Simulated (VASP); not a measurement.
# P in VASP: notebook

P is run at these levels: LDA; tasks: single point.

Everything below comes from runs of VASP 6.6.1. Logs are shortened: lines on timing, memory, paths and dates and some standing lists are left out, and cuts for length are marked.

### Step 1. The cell of the first run

The cell holds a slab with vacuum, 4 atoms: a = 3.262 Å, b = 34.623 Å, c = 4.601 Å, α = 90.00°, β = 90.00°, γ = 90.00°.

### Step 2. Single point, LDA (129.90 Å³/atom)

Input file INCAR:

```
SYSTEM = P
PREC = Accurate
ENCUT = 520
EDIFF = 1E-6
ISMEAR = -1
SIGMA = 0.05
LREAL = .FALSE.
LASPH = .TRUE.
NELM = 80
ALGO = Normal
ISIF = 2
LWAVE = .FALSE.
LCHARG = .FALSE.
GGA = CA
NBANDS = 18
```

Input file KPOINTS:

```
Automatic mesh
0
G
  8 1 6
  0 0 0
```

Input file POSCAR:

```
P
1.0
    3.2616886149      0.0000000000      0.0000000000
    0.0000000000     34.6230841357      0.0000000000
    0.0000000000      0.0000000000      4.6009959564
P
4
Direct
    0.5000000000      0.9702614300      0.9078492800
    0.5000000000      0.0297385700      0.0921507200
    0.0000000000      0.0297385700      0.4078492800
    0.0000000000      0.9702614300      0.5921507200
```

Potentials or basis: VASP PAW LDA potentials, release 64 (P).

Started as:

```bash
cat potpaw_LDA.64/P/POTCAR > POTCAR
mpirun -np 1 vasp_std > vasp.out
```

OUTCAR:

```text
SYSTEM = P
   PREC = Accurate
   ENCUT = 520
   EDIFF = 1E-6
   ISMEAR = -1
   LREAL = .FALSE.
   LASPH = .TRUE.
   NELM = 80
   ISIF = 2
   GGA = CA

 ion  position               nearest neighbor table
   1  0.500  0.970  0.908-   4 2.18   4 2.18   2 2.23
   2  0.500  0.030  0.092-   3 2.18   3 2.18   1 2.23
   3  0.000  0.030  0.408-   2 2.18   2 2.18   4 2.23
   4  0.000  0.970  0.592-   1 2.18   1 2.18   3 2.23

  LATTYP: Found a simple orthorhombic cell.
 ALAT       =     3.2616886149
 B/A-ratio  =     1.4106177810
 C/A-ratio  =    10.6150795565

  Lattice vectors:

 A1 = (  -3.2616886149,   0.0000000000,   0.0000000000)
 A2 = (   0.0000000000,   0.0000000000,   4.6009959564)
 A3 = (   0.0000000000,  34.6230841357,   0.0000000000)

Analysis of symmetry for initial positions (statically):
=====================================================================
 Subroutine PRICEL returns:
 Original cell was already a primitive cell.

 Routine SETGRP: Setting up the symmetry group for a
 simple orthorhombic supercell.

 Subroutine GETGRP returns: Found  8 space group operations
 (whereof  4 operations were pure point group operations)
 out of a pool of  8 trial point group operations.

The static configuration has the point symmetry C_2h.
 The point group associated with its full space group is D_2h.

Analysis of symmetry for dynamics (positions and initial velocities):
=====================================================================
 Subroutine PRICEL returns:
 Original cell was already a primitive cell.

 Routine SETGRP: Setting up the symmetry group for a
 simple orthorhombic supercell.

 Subroutine GETGRP returns: Found  8 space group operations
 (whereof  4 operations were pure point group operations)
 out of a pool of  8 trial point group operations.

The dynamic configuration has the point symmetry C_2h.
 The point group associated with its full space group is D_2h.

 Subroutine INISYM returns: Found  8 space group operations
 (whereof  4 operations are pure point group operations),
 and found     1 'primitive' translations

----------------------------------------------------------------------------------------

                                     Primitive cell

  volume of cell :     519.5892

  direct lattice vectors                    reciprocal lattice vectors
     3.261688615  0.000000000  0.000000000     0.306589659  0.000000000  0.000000000
     0.000000000 34.623084136  0.000000000     0.000000000  0.028882465  0.000000000
     0.000000000  0.000000000  4.600995956     0.000000000  0.000000000  0.217344247

  length of vectors
     3.261688615 34.623084136  4.600995956     0.306589659  0.028882465  0.217344247

  position of ions in fractional coordinates (direct lattice)
     0.500000000  0.970261430  0.907849280
     0.500000000  0.029738570  0.092150720
     0.000000000  0.029738570  0.407849280
     0.000000000  0.970261430  0.592150720

  ion indices of the primitive-cell ions
   primitive index   ion index
                 1           1
                 2           2
                 3           3
                 4           4

----------------------------------------------------------------------------------------

 KPOINTS: Automatic mesh

Automatic generation of k-mesh.
 Grid dimensions read from file:
 generate k-points for:    8    1    6

 Generating k-lattice:

  Cartesian coordinates                     Fractional coordinates (reciprocal lattice)
     0.038323707  0.000000000  0.000000000     0.125000000  0.000000000  0.000000000
     0.000000000  0.028882465  0.000000000     0.000000000  1.000000000  0.000000000
     0.000000000  0.000000000  0.036224041     0.000000000  0.000000000  0.166666667

  Length of vectors
     0.038323707  0.028882465  0.036224041

  Shift w.r.t. Gamma in fractional coordinates (k-lattice)
     0.000000000  0.000000000  0.000000000

 Subroutine IBZKPT returns following result:
 ===========================================

 Found     20 irreducible k-points:

 Following reciprocal coordinates:
            Coordinates               Weight
  0.000000  0.000000  0.000000      1.000000
  0.125000  0.000000  0.000000      2.000000
  0.250000  0.000000  0.000000      2.000000
  0.375000  0.000000  0.000000      2.000000
  0.500000  0.000000  0.000000      1.000000
  0.000000  0.000000  0.166667      2.000000
[... 12 lines left out ...]
  0.375000  0.000000  0.500000      2.000000
  0.500000  0.000000  0.500000      1.000000
   k-points           NKPTS =     20   k-points in BZ     NKDIM =     20   number of bands    NBANDS=     18
   number of dos      NEDOS =    301   number of ions     NIONS =      4
   total plane-waves  NPLWV = 233280
   dimension x,y,z NGX =    24 NGY =  270 NGZ =   36
   dimension x,y,z NGXF=    48 NGYF=  540 NGZF=   72
   ions per type =               4
   NGX,Y,Z   is equivalent  to a cutoff of  12.23, 12.96, 13.01 a.u.
   NGXF,Y,Z  is equivalent  to a cutoff of  24.47, 25.93, 26.02 a.u.
 SYSTEM =  P
   PREC   = accura    normal or accurate (medium, high low for compatibility)
   ISTART =      0    job   : 0-new  1-cont  2-samecut
   ICHARG =      2    charge: 1-file 2-atom 10-const
   ISPIN  =      1    spin polarized calculation?
   LNONCOLLINEAR =      F non collinear calculations
   LSORBIT =      F    spin-orbit coupling
   LASPH  =      T    aspherical Exc in radial PAW
   ENCUT  =  520.0 eV  38.22 Ry    6.18 a.u.   6.06 64.38  8.55*2*pi/ulx,y,z
   NELM   =     80;   NELMIN=  2; NELMDL= -5     # of ELM steps
   EDIFF  = 0.1E-05   stopping-criterion for ELM
   LREAL  =      F    real-space projection
   EDIFFG = 0.1E-04   stopping-criterion for IOM
   NSW    =      0    number of steps for IOM
   IBRION =     -1    ionic relax: 0-MD 1-quasi-New 2-CG
   NFREE  =      0    steps in history (QN), initial steepest desc. (CG)
   ISIF   =      2    stress and relaxation
   ISYM   =      2    0-nonsym 1-usesym 2-fastsym
   POTIM  = 0.5000    time-step for ionic-motion
   TEBEG  =    0.0;   TEEND  =   0.0 temperature during run
   PSTRESS=    0.0 pullay stress
   NELECT =      20.0000    total number of electrons
   NUPDOWN=      -1.0000    fix difference up-down
   EMIN   =  10.00;   EMAX   =-10.00  energy-range for DOS
   EFERMI =   0.00;   METHOD = LEGACY
   ISMEAR =    -1;   SIGMA  =   0.05  broadening in eV -4-tet -1-fermi 0-gaus
   EFERMI_NEDOS =   21; number of points for ismear=-14 and -15
   IALGO  =     38    algorithm
   IMIX   =      4    mixing-type and parameters
     AMIX     =   0.40;   BMIX     =  1.00
     AMIX_MAG =   1.60;   BMIX_MAG =  1.00
  volume/ion in A,a.u.               =     129.90       876.59
  Fermi-wavevector in a.u.,A,eV,Ry     =   0.552753  1.044553  4.157075  0.305536
  Thomas-Fermi vector in A             =   1.585330
   LORBIT       =      0    0 simple, 1 ext, 2 COOP (PROOUT), +10 PAW based schemes
   GGA     = CA    functional components
   LHFCALC =     F    Hartree Fock is set to
   AEXX    =    0.0000 exact exchange contribution
   IVDW    =     0    specifies the selected vdW correction
   LEPSILON=     F    determine dielectric tensor
   LRPA    =     F    only Hartree local field effects (RPA)
 non-spin polarized calculation
  energy-cutoff  :      520.00
  volume of cell :      519.59
 maximum number of plane-waves:     14064
   NGX = 13   NGY =129   NGZ = 17

 number of electron      19.9999999 magnetization

 Free energy of the ion-electron system (eV)
  ---------------------------------------------------
  ext. energy  EPLUGINS =         0.00000000
  ---------------------------------------------------
  free energy    TOTEN  =       -23.72306697 eV

  energy without entropy =      -23.72305249  energy(sigma->0) =      -23.72305973

 E-fermi :  -3.1100     XC(G=0):  -1.8160

 val. band max:       -3.5532337566   @ k =   0.0000   0.0000   0.0000
 cond. band min:      -2.7094928517   @ k =   0.0000   0.0000   0.0000
 fundamental gap:      0.8437409048
 Fermi energy:        -3.1100455856

 k-point     1 :       0.0000    0.0000    0.0000
  band No.  band energies     occupation
      1     -18.8412      2.00000
      2     -16.2964      2.00000
      3     -12.8766      2.00000
      4      -9.4572      2.00000
      5      -8.2922      2.00000
      6      -8.1526      2.00000
[... 10 lines left out ...]
     17       1.6675      0.00000
     18       1.8028      0.00000

 k-point     2 :       0.1250    0.0000    0.0000
  band No.  band energies     occupation
      1     -18.6502      2.00000
      2     -16.0977      2.00000
      3     -12.9452      2.00000
      4      -9.3146      2.00000
      5      -8.3392      2.00000
      6      -8.1215      2.00000
[... 10 lines left out ...]
     17       1.7141      0.00000
     18       1.8880      0.00000

 k-point     3 :       0.2500    0.0000    0.0000
  band No.  band energies     occupation
      1     -18.0829      2.00000
      2     -15.5044      2.00000
      3     -13.4132      2.00000
      4      -9.6524      2.00000
      5      -9.1869      2.00000
      6      -8.9342      2.00000
[... 10 lines left out ...]
     17       1.9813      0.00000
     18       2.2869      0.00000

 k-point     4 :       0.3750    0.0000    0.0000
  band No.  band energies     occupation
      1     -17.1606      2.00000
      2     -14.5569      2.00000
      3     -14.5250      2.00000
      4     -11.5068      2.00000
      5      -9.2686      2.00000
      6      -8.5617      2.00000
[... 10 lines left out ...]
     17       2.7832      0.00000
     18       2.8843      0.00000

 k-point     5 :       0.5000    0.0000    0.0000
  band No.  band energies     occupation
      1     -15.9369      2.00000
      2     -15.9369      2.00000
      3     -13.1783      2.00000
      4     -13.1783      2.00000
      5      -8.7581      2.00000
      6      -8.7581      2.00000
[... 10 lines left out ...]
     17       3.0760      0.00000
     18       3.0760      0.00000

 k-point     6 :       0.0000    0.0000    0.1667
  band No.  band energies     occupation
      1     -18.7058      2.00000
      2     -16.4978      2.00000
      3     -12.8912      2.00000
      4     -10.0860      2.00000
      5      -7.8703      2.00000
      6      -7.7322      2.00000
[... 10 lines left out ...]
     17       1.7180      0.00000
     18       1.8663      0.00000

 k-point     7 :       0.1250    0.0000    0.1667
  band No.  band energies     occupation
      1     -18.5155      2.00000
      2     -16.3057      2.00000
      3     -12.9106      2.00000
      4      -9.9960      2.00000
      5      -8.2976      2.00000
      6      -7.9309      2.00000
[... 10 lines left out ...]
     17       1.5470      0.00000
     18       1.9258      0.00000

 k-point     8 :       0.2500    0.0000    0.1667
  band No.  band energies     occupation
      1     -17.9516      2.00000
      2     -15.7438      2.00000
      3     -13.2326      2.00000
      4     -10.1880      2.00000
      5      -9.4235      2.00000
      6      -8.7026      2.00000
[... 10 lines left out ...]
     17       2.2344      0.00000
     18       2.3397      0.00000
[... 145 lines left out ...]
     17       2.6982      0.00000
     18       2.6982      0.00000

 k-point    16 :       0.0000    0.0000    0.5000
  band No.  band energies     occupation
      1     -17.7193      2.00000
      2     -17.7193      2.00000
      3     -12.0809      2.00000
      4     -12.0809      2.00000
      5      -6.5455      2.00000
      6      -6.5455      2.00000
[... 10 lines left out ...]
     17       2.2602      0.00000
     18       2.2602      0.00000

 k-point    17 :       0.1250    0.0000    0.5000
  band No.  band energies     occupation
      1     -17.5344      2.00000
      2     -17.5344      2.00000
      3     -11.9982      2.00000
      4     -11.9982      2.00000
      5      -7.6193      2.00000
      6      -7.6193      2.00000
[... 10 lines left out ...]
     17       2.5424      0.00000
     18       2.5424      0.00000

 k-point    18 :       0.2500    0.0000    0.5000
  band No.  band energies     occupation
      1     -16.9939      2.00000
      2     -16.9939      2.00000
      3     -12.0040      2.00000
      4     -12.0040      2.00000
      5      -9.2054      2.00000
      6      -9.2054      2.00000
[... 10 lines left out ...]
     17       2.7796      0.00000
     18       2.7796      0.00000

 k-point    19 :       0.3750    0.0000    0.5000
  band No.  band energies     occupation
      1     -16.1734      2.00000
      2     -16.1734      2.00000
      3     -12.8377      2.00000
      4     -12.8377      2.00000
      5      -9.3898      2.00000
      6      -9.3898      2.00000
[... 10 lines left out ...]
     17       3.0549      0.00000
     18       3.0549      0.00000

 k-point    20 :       0.5000    0.0000    0.5000
  band No.  band energies     occupation
      1     -15.5610      2.00000
      2     -15.5610      2.00000
      3     -13.6168      2.00000
      4     -13.6168      2.00000
      5      -8.7191      2.00000
      6      -8.7191      2.00000
[... 10 lines left out ...]
     17       2.9179      0.00000
     18       2.9179      0.00000

------------------------ aborting loop because EDIFF is reached ----------------------------------------

  FORCE on cell =-STRESS in cart. coord.  units (eV):
  Direction    XX          YY          ZZ          XY          YZ          ZX
  --------------------------------------------------------------------------------------
  -------------------------------------------------------------------------------------
  Total       -0.4883042      0.2701826     -0.3115278      0.0000000      0.0000000      0.0000000
  in kB       -1.5057088      0.8331205     -0.9606104      0.0000000      0.0000000      0.0000000
  external PRESSURE =      -0.5443995 kB  Pullay stress =       0.0000000 kB

 VOLUME and BASIS-vectors are now :
 -----------------------------------------------------------------------------
  energy-cutoff  :      520.00
  volume of cell :      519.59
      direct lattice vectors                 reciprocal lattice vectors
     3.261688615  0.000000000  0.000000000     0.306589659  0.000000000  0.000000000
     0.000000000 34.623084136  0.000000000     0.000000000  0.028882465  0.000000000
     0.000000000  0.000000000  4.600995956     0.000000000  0.000000000  0.217344247

 POSITION                                       TOTAL-FORCE (eV/Angst)
 -----------------------------------------------------------------------------------
      1.63084     33.59344      4.17701         0.000000     -0.069154      0.246894
      1.63084      1.02964      0.42399        -0.000000      0.069154     -0.246894
      0.00000      1.02964      1.87651        -0.000000      0.069154      0.246894
      0.00000     33.59344      2.72448        -0.000000     -0.069154     -0.246894
 -----------------------------------------------------------------------------------
    total drift:                               -0.000000      0.000000     -0.000000

  FREE ENERGIE OF THE ION-ELECTRON SYSTEM (eV)
  ---------------------------------------------------
  free  energy   TOTEN  =       -23.7230669670 eV

  energy  without entropy=      -23.7230524924  energy(sigma->0) =      -23.72305973
```

Run time: 4.1 min. Hardware: 1 thread of Intel Xeon Platinum 8488C (Sapphire Rapids), shared host; peak memory 0.45 GiB.

Results:

| Quantity | Value |
| --- | --- |
| Free energy | -23.7231 eV |
| Largest force | 0.256 eV/Å |
| Band gap on the k mesh | 0.84 eV |

Forces in eV/Å, atoms in the order of the input:
```
P    0.000 -0.069  0.247
P    0.000  0.069 -0.247
P    0.000  0.069  0.247
P    0.000 -0.069 -0.247
```

[end of part 1 of 2]
